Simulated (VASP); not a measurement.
# W16Cl in VASP: single point with PBE

Aim: the single point of W16Cl with PBE.

All numbers are computed with VASP 6.6.1; they aren't measurements. Logs are shortened: lines on timing, memory, paths and dates and some standing lists are left out, and cuts for length are marked.

## 1. The cell of the first run

The cell holds a slab with vacuum, 17 atoms: a = 6.367 Å, b = 6.367 Å, c = 20.143 Å, α = 90.00°, β = 90.00°, γ = 90.00°.

## 2. Single point, PBE

File INCAR:

```
SYSTEM = W16Cl
ALGO = Normal
DIPOL = 0.5 0.5 0.328
EDIFF = 1E-6
ENCUT = 520
GGA = PE
IDIPOL = 3
ISIF = 2
ISMEAR = 0
LASPH = .TRUE.
LCHARG = .FALSE.
LDIPOL = .TRUE.
LREAL = Auto
LWAVE = .FALSE.
NBANDS = 130
NELM = 100
PREC = Accurate
SIGMA = 0.1
```

File KPOINTS:

```
k-points
0
G
  4 4 1
  0 0 0
```

File POSCAR:

```
W16Cl
1.0
    6.3673983380      0.0000000000      0.0000000000
    0.0000000000      6.3673983380      0.0000000000
    0.0000000000      0.0000000000     20.1425770443
W Cl
16 1
Direct
    0.2500000000      0.2500000000      0.1985843217
    0.2500000000      0.7500000000      0.1985843217
    0.7500000000      0.2500000000      0.1985843217
    0.7500000000      0.7500000000      0.1985843217
    0.0000000000      0.0000000000      0.2776134142
    0.0000000000      0.5000000000      0.2776134142
    0.5000000000      0.0000000000      0.2776134142
    0.5000000000      0.5000000000      0.2776134142
    0.2500000000      0.2500000000      0.3599451664
    0.2500000000      0.7500000000      0.3599451664
    0.7500000000      0.2500000000      0.3599451664
    0.7500000000      0.7500000000      0.3599451664
    0.0000000000      0.0000000000      0.4290700751
    0.0000000000      0.5000000000      0.4290700751
    0.5000000000      0.0000000000      0.4290700751
    0.5000000000      0.5000000000      0.4290700751
    0.2500000000      0.2500000000      0.5165665940
```

Potentials or basis: VASP PAW PBE potentials, release 64 (W_sv, Cl).

Command:

```
cat potpaw_PBE.64/W_sv/POTCAR potpaw_PBE.64/Cl/POTCAR > POTCAR
mpirun -np 1 vasp_std > vasp.out
```

OUTCAR:

```text
SYSTEM = W16Cl
   EDIFF = 1E-6
   ENCUT = 520
   GGA = PE
   ISIF = 2
   ISMEAR = 0
   LASPH = .TRUE.
   LREAL = Auto
   NELM = 100
   PREC = Accurate

 ion  position               nearest neighbor table
   1  0.250  0.250  0.199-   5 2.76   6 2.76   7 2.76   8 2.76   2 3.18   3 3.18   2 3.18   3 3.18
                             9 3.25
   2  0.250  0.750  0.199-   5 2.76   6 2.76   7 2.76   8 2.76   1 3.18   4 3.18   1 3.18   4 3.18
                            10 3.25
   3  0.750  0.250  0.199-   5 2.76   6 2.76   7 2.76   8 2.76   1 3.18   4 3.18   4 3.18   1 3.18
                            11 3.25
   4  0.750  0.750  0.199-   5 2.76   6 2.76   7 2.76   8 2.76   2 3.18   3 3.18   3 3.18   2 3.18
                            12 3.25
   5  0.000  0.000  0.278-   1 2.76   2 2.76   3 2.76   4 2.76   9 2.80  10 2.80  11 2.80  12 2.80
                            13 3.05   7 3.18   6 3.18   6 3.18   7 3.18
   6  0.000  0.500  0.278-   1 2.76   2 2.76   3 2.76   4 2.76   9 2.80  10 2.80  11 2.80  12 2.80
                            14 3.05   8 3.18   5 3.18   5 3.18   8 3.18
   7  0.500  0.000  0.278-   1 2.76   2 2.76   3 2.76   4 2.76   9 2.80  10 2.80  11 2.80  12 2.80
                            15 3.05   8 3.18   5 3.18   8 3.18   5 3.18
   8  0.500  0.500  0.278-   1 2.76   2 2.76   3 2.76   4 2.76   9 2.80  10 2.80  11 2.80  12 2.80
                            16 3.05   7 3.18   6 3.18   7 3.18   6 3.18
   9  0.250  0.250  0.360-  13 2.65  14 2.65  15 2.65  16 2.65   5 2.80   6 2.80   7 2.80   8 2.80
                            10 3.18  11 3.18  10 3.18  11 3.18   1 3.25
  10  0.250  0.750  0.360-  13 2.65  14 2.65  15 2.65  16 2.65   5 2.80   6 2.80   7 2.80   8 2.80
                             9 3.18  12 3.18   9 3.18  12 3.18   2 3.25
  11  0.750  0.250  0.360-  13 2.65  14 2.65  15 2.65  16 2.65   5 2.80   6 2.80   7 2.80   8 2.80
                             9 3.18  12 3.18  12 3.18   9 3.18   3 3.25
  12  0.750  0.750  0.360-  13 2.65  14 2.65  15 2.65  16 2.65   5 2.80   6 2.80   7 2.80   8 2.80
                            10 3.18  11 3.18  11 3.18  10 3.18   4 3.25
  13  0.000  0.000  0.429-   9 2.65  10 2.65  11 2.65  12 2.65  17 2.86   5 3.05  15 3.18  14 3.18
                            14 3.18  15 3.18
  14  0.000  0.500  0.429-   9 2.65  10 2.65  11 2.65  12 2.65  17 2.86   6 3.05  16 3.18  13 3.18
                            13 3.18  16 3.18
  15  0.500  0.000  0.429-   9 2.65  10 2.65  11 2.65  12 2.65  17 2.86   7 3.05  16 3.18  13 3.18
                            16 3.18  13 3.18
  16  0.500  0.500  0.429-   9 2.65  10 2.65  11 2.65  12 2.65  17 2.86   8 3.05  15 3.18  14 3.18
                            15 3.18  14 3.18
  17  0.250  0.250  0.517-  13 2.86  14 2.86  15 2.86  16 2.86

  LATTYP: Found a simple tetragonal cell.
 ALAT       =     6.3673983380
 C/A-ratio  =     3.1633920127

  Lattice vectors:

 A1 = (   6.3673983380,   0.0000000000,   0.0000000000)
 A2 = (   0.0000000000,   6.3673983380,   0.0000000000)
 A3 = (   0.0000000000,   0.0000000000,  20.1425770443)

Analysis of symmetry for initial positions (statically):
=====================================================================
 Subroutine PRICEL returns:
 Original cell was already a primitive cell.

[... 160 lines left out ...]
   LHFCALC =     F    Hartree Fock is set to
   AEXX    =    0.0000 exact exchange contribution
   IVDW    =     0    specifies the selected vdW correction
   LEPSILON=     F    determine dielectric tensor
   LRPA    =     F    only Hartree local field effects (RPA)
 non-spin polarized calculation
 Gauss-broadening in eV      SIGMA  =   0.10
  energy-cutoff  :      520.00
  volume of cell :      816.66
 maximum number of plane-waves:     22040
 NGX is ok and might be reduce to    48
   NGX = 23   NGY = 23   NGZ = 75

 dipolmoment           0.000000      0.000000     -0.005835 electrons x Angstroem

 number of electron     230.9999964 magnetization

 dipolmoment           0.000000      0.000000      0.033911 electrons x Angstroem

 Free energy of the ion-electron system (eV)
  ---------------------------------------------------
  ext. energy  EPLUGINS =         0.00000000
  ---------------------------------------------------
  free energy    TOTEN  =      -190.49676694 eV

  energy without entropy =     -190.38527031  energy(sigma->0) =     -190.44101862

 E-fermi :   0.8792     XC(G=0):  -5.6336

 val. band max:        0.8775405146   @ k =   0.2500   0.2500   0.0000
 cond. band min:       0.8841169089   @ k =   0.5000   0.5000   0.0000
 fundamental gap:      0.0065763943
 Fermi energy:         0.8791640097

 k-point     1 :       0.0000    0.0000    0.0000
  band No.  band energies     occupation
      1     -73.0059      2.00000
      2     -72.9405      2.00000
      3     -72.9379      2.00000
      4     -72.9373      2.00000
      5     -72.9373      2.00000
      6     -72.9292      2.00000
[... 769 lines left out ...]
    126       2.3327      0.00000
    127       2.3531      0.00000
 [bands above 127 left out]

------------------------ aborting loop because EDIFF is reached ----------------------------------------

 vacuum level on the upper side and lower side of the slab       (xc-potential included)        -0.059        -0.205

  FORCE on cell =-STRESS in cart. coord.  units (eV):
  Direction    XX          YY          ZZ          XY          YZ          ZX
  --------------------------------------------------------------------------------------
  -------------------------------------------------------------------------------------
  Total      -25.0513301    -25.0513301    -10.6879393      0.0000000      0.0000000     -0.0000000
  in kB      -49.1475982    -49.1475982    -20.9684095      0.0000000      0.0000000     -0.0000000
  external PRESSURE =     -39.7545353 kB  Pullay stress =       0.0000000 kB

 VOLUME and BASIS-vectors are now :
 -----------------------------------------------------------------------------
  energy-cutoff  :      520.00
  volume of cell :      816.66
      direct lattice vectors                 reciprocal lattice vectors
     6.367398338  0.000000000  0.000000000     0.157050014  0.000000000  0.000000000
     0.000000000  6.367398338  0.000000000     0.000000000  0.157050014  0.000000000
     0.000000000  0.000000000 20.142577044     0.000000000  0.000000000  0.049646080

 POSITION                                       TOTAL-FORCE (eV/Angst)
 -----------------------------------------------------------------------------------
      1.59185      1.59185      4.00000        -0.000000      0.000000      2.120888
      1.59185      4.77555      4.00000        -0.000000     -0.000000      1.950111
      4.77555      1.59185      4.00000        -0.000000      0.000000      1.950111
      4.77555      4.77555      4.00000        -0.000000      0.000000      2.031695
      0.00000      0.00000      5.59185        -0.057588     -0.057588     -1.989924
      0.00000      3.18370      5.59185        -0.057588      0.057588     -1.989924
[... 9 lines left out ...]
      3.18370      3.18370      8.64258        -0.463894     -0.463894      0.449462
      1.59185      1.59185     10.40498        -0.000000     -0.000000      0.000592
 -----------------------------------------------------------------------------------
    total drift:                               -0.000000     -0.000000      0.008545

  FREE ENERGIE OF THE ION-ELECTRON SYSTEM (eV)
  ---------------------------------------------------
  free  energy   TOTEN  =      -190.4967669371 eV

  energy  without entropy=     -190.3852703097  energy(sigma->0) =     -190.44101862

 vacuum level on the upper side and lower side of the slab         5.107         4.952
```

OSZICAR:

```text
N       E                     dE             d eps       ncg     rms          rms(c)
DAV:   1     0.291739347553E+04    0.29174E+04   -0.14191E+05  1992   0.167E+03
DAV:   2    -0.486511699279E+02   -0.29660E+04   -0.29264E+04  1748   0.520E+02
DAV:   3    -0.198032839160E+03   -0.14938E+03   -0.14508E+03  1968   0.110E+02
[... 25 lines left out ...]
DAV:  29    -0.190496732744E+03   -0.14483E-04   -0.12131E-06  1064   0.413E-03    0.275E-03
DAV:  30    -0.190496754282E+03   -0.21537E-04   -0.11603E-06  1080   0.293E-03    0.229E-03
DAV:  31    -0.190496761516E+03   -0.72348E-05   -0.66349E-07  1048   0.371E-03    0.172E-03
DAV:  32    -0.190496764936E+03   -0.34196E-05   -0.30844E-07  1000   0.233E-03    0.563E-04
DAV:  33    -0.190496766555E+03   -0.16191E-05   -0.19625E-07  1000   0.162E-03    0.967E-04
DAV:  34    -0.190496766937E+03   -0.38201E-06   -0.67029E-08   968   0.115E-03
   1 F= -.19049677E+03 E0= -.19044102E+03  d E =-.111497E+00
```

stdout:

```text
POSCAR found type information on POSCAR W Cl
 POSCAR found :  2 types and      17 ions
 scaLAPACK will be used
 LDA part: xc-table for (Slater+PW92), standard interpolation
 POSCAR, INCAR and KPOINTS ok, starting setup
 FFT: planning ... GRIDC
 FFT: planning ... GRID_SOFT
 FFT: planning ... GRID
 WAVECAR not read
 entering main loop
```

Run time: 52 min. Hardware: 1 thread of Intel Xeon 8259CL, shared host; peak memory 0.92 GiB.

What came out:

```yaml
Free_energy: -190.4968 eV
Largest_force: 2.121 eV/Å
Band_gap_on_the_k_mesh: zero (an odd number of electrons rules out a gap without spin polarisation)
```

Forces on the atoms (eV/Å):
```
W    0.000  0.000  2.121
W    0.000  0.000  1.950
W    0.000  0.000  1.950
W    0.000  0.000  2.032
W   -0.058 -0.058 -1.990
W   -0.058  0.058 -1.990
W    0.058 -0.058 -1.990
W    0.058  0.058 -1.990
W    0.000  0.000 -1.122
W    0.000  0.000 -0.238
W    0.000  0.000 -0.238
W    0.000  0.000 -0.293
W    0.464  0.464  0.449
W    0.464 -0.464  0.449
W   -0.464  0.464  0.449
W   -0.464 -0.464  0.449
Cl   0.000  0.000  0.001
```

Caveat: spin-orbit coupling is left out, which moves the levels of the heavy elements; an odd number of electrons without spin polarisation forces a metal; a magnetic or distorted state may lie lower.
